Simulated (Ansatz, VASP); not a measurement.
One calculation of Bi, two programs

Contents of INCAR:

```
SYSTEM = Bi
ALGO = Fast
EDIFF = 1E-6
ENCUT = 520
GGA = PE
ISIF = 2
ISMEAR = 0
IVDW = 12
LASPH = .TRUE.
LCHARG = .FALSE.
LREAL = .FALSE.
LWAVE = .FALSE.
NBANDS = 14
NELM = 100
PREC = Accurate
SIGMA = 0.15
```

The input KPOINTS:

```
k-points
0
G
  18 18 18
  0 0 0
```

File POSCAR:

```
Bi
1.0
   -1.8343981632      1.8343981632      2.2953824216
    1.8343981632     -1.8343981632      2.2953824216
    1.8343981632      1.8343981632     -2.2953824216
Bi
1
Direct
    0.0000000000      0.0000000000      0.0000000000
```

Input for Ansatz:

```yaml
crystal:
  lattice:
    - [-1.8343981632, 1.8343981632, 2.2953824216]
    - [1.8343981632, -1.8343981632, 2.2953824216]
    - [1.8343981632, 1.8343981632, -2.2953824216]
  atoms:
    - { symbol: Bi, position: [0.0, 0.0, 0.0] }
basis:
  ecutwfc: 420
kpoints:
  mp_grid: { grid: [18, 18, 18] }
hamiltonian:
  xc: pbe
  dispersion: d3bj
scf:
  occupations: { method: gaussian, width: 0.15 }
output:
  forces: true
  stress: true
  eigenvalues: true
```

Alike in both runs: task single point; functional PBE; dispersion D3(BJ); k mesh 18 × 18 × 18; occupations gaussian, width 0.15 eV; no spin polarisation.

```csv
,VASP,Ansatz
version,VASP 6.6.1,Ansatz 0.2.0
potentials or method,"VASP PAW PBE potentials, release 64 (Bi_d), cutoff 520 eV","scalar-relativistic, plane waves, PAW"
valence electrons in the cell,15,15
```

|  | VASP | Ansatz | Ansatz less VASP |
| --- | --- | --- | --- |
| gap on the k mesh at the Fermi level (eV) | none | none | - |
| pressure (GPa) | -1.2 | -1.1 | +0.05 |
| traceless stress, the component that is largest in VASP (GPa) | -1.20 | -1.20 | -0.001 |

A gap of «none» marks a metal or a gap that the smearing closes.

Spin-orbit coupling is off throughout.
